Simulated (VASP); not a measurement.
Input of a VASP 6.6.1 run:

File INCAR:

```
SYSTEM = Pb
PREC     = Accurate       ! precision mode
ENCUT    = 520            ! plane-wave cutoff, eV
EDIFF    = 1E-7           ! SCF threshold, eV
ISMEAR   = -1             ! smearing method
SIGMA    = 0.1            ! smearing width, eV
LREAL    = .FALSE.        ! projectors in reciprocal space
LASPH    = .TRUE.         ! aspherical terms in the spheres
NELM     = 60             ! most SCF steps
ALGO     = Normal         ! electronic algorithm
ISIF     = 2              ! what is computed and relaxed
LWAVE    = .FALSE.        ! write WAVECAR
LCHARG   = .FALSE.        ! write CHGCAR
GGA      = PE             ! functional
NBANDS   = 13             ! bands
```

The input KPOINTS:

```
regular mesh
0
G
  13 13 12
  0 0 0
```

Contents of POSCAR:

```
Pb
1.0
    3.3055757462      0.0000000000      0.0000000000
   -1.6527878731      2.8627125703      0.0000000000
    0.0000000000      0.0000000000      3.1484641698
Pb
1
Direct
    0.0000000000      0.0000000000      0.0000000000
```

Potentials or basis: VASP PAW PBE potentials, release 64 (Pb_d).

Launch:

```console
$ cat potpaw_PBE.64/Pb_d/POTCAR > POTCAR
$ mpirun -np 1 vasp_std > vasp.out
```

Q: Predict the band gap on the k mesh.

A: Zero (band 7 reaches 12.42 eV, above the bottom of band 8 at 5.58 eV).

Q: Predict the pressure.

A: 5.0 GPa.

Caveat: spin-orbit coupling is left out, which moves the levels of the heavy elements.
